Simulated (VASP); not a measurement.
Input of a VASP 6.6.1 run:

INCAR

```
SYSTEM = MnO2
ALGO = Normal
EDIFF = 1E-6
ENCUT = 520
ISIF = 2
ISMEAR = -1
ISPIN = 2
LASPH = .TRUE.
LCHARG = .TRUE.
LELF = .TRUE.
LMAXMIX = 4
LORBIT = 11
LREAL = .FALSE.
LVHAR = .TRUE.
LWAVE = .FALSE.
MAGMOM = 4 0 0
NBANDS = 24
NELM = 150
PREC = Accurate
SIGMA = 0.05
```

File KPOINTS:

```
k-points
0
G
  11 11 6
  0 0 0
```

File POSCAR:

```
MnO2
1.0
    2.8374059371      0.0000000000      0.0000000000
   -1.4187029685      2.4572656224      0.0000000000
    0.0000000000      0.0000000000      4.5704914233
Mn O
1 2
Direct
    0.0000000000      0.0000000000      0.5000000000
    0.3333333333      0.6666666667      0.7062925700
    0.6666666667      0.3333333333      0.2937074300
```

Potentials or basis: VASP PAW LDA potentials, release 64 (Mn_pv, O).

Command:

```console
$ cat potpaw_LDA.64/Mn_pv/POTCAR potpaw_LDA.64/O/POTCAR > POTCAR
$ mpirun -np 1 vasp_std > vasp.out
```

Problem. Predict the band gap on the k mesh.

Solution. 0.23 eV (least direct gap 0.27 eV).

Problem. Predict the net moment.

Solution. 3.00 μB per cell.

Problem. Predict the pressure.

Solution. -4.1 GPa.

Forces in eV/Å, atoms in the order of the input:
```
Mn   0.000  0.000  0.000
O    0.000  0.000 -0.161
O    0.000  0.000  0.161
```

Caveat: the cell stands under tension; an odd mesh through Γ misses points on the zone boundary, where band edges can lie; a cell with one magnetic atom can't hold antiferromagnetic order, which such compounds often take.
